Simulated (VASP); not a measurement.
A run of VASP 6.6.1 is set up as follows.

INCAR

```
SYSTEM = HfN
  PREC = Accurate
  ENCUT = 520
  EDIFF = 1E-7
  ISMEAR = 0
  SIGMA = 0.15
  LREAL = .False.
  LASPH = .True.
  NELM = 80
  ALGO = Normal
  ISIF = 2
  LWAVE = .False.
  LCHARG = .True.
  GGA = PS
  LELF = .True.
  LVHAR = .True.
  NBANDS = 14
```

The input KPOINTS:

```
regular mesh
0
Gamma
  16 16 16
  0 0 0
```

File POSCAR:

```
HfN
1.0
    0.0000000000      2.3320809000      2.5775631000
    2.3320809000      0.0000000000      2.5775631000
    2.3320809000      2.3320809000      0.0000000000
Hf N
1 1
Direct
    0.0000000000      0.0000000000      0.0000000000
    0.7500000000      0.7500000000      0.7500000000
```

Potentials or basis: VASP PAW PBE potentials, release 64 (Hf_pv, N).

Launch:

```sh
$ cat potpaw_PBE.64/Hf_pv/POTCAR potpaw_PBE.64/N/POTCAR > POTCAR
$ mpirun -np 1 vasp_std > vasp.out
```

Predict the band gap on the k mesh.

zero (an odd number of electrons rules out a gap without spin polarisation).

Predict the pressure.

4.6 GPa.

Stress tensor (GPa, compression positive):
```
10.17  0.00  0.00
 0.00 10.17  0.00
 0.00  0.00 -6.65
```

Caveat: the cell differs from its parent crystal (strain -0.050 along x and y, +0.050 along z); the stress differs along the axes, from -7 to 10 GPa; the PAW data sets were made with another functional, which shifts forces and pressure a little; spin-orbit coupling is left out, which moves the levels of the heavy elements; an odd number of electrons without spin polarisation forces a metal; a magnetic or distorted state may lie lower.
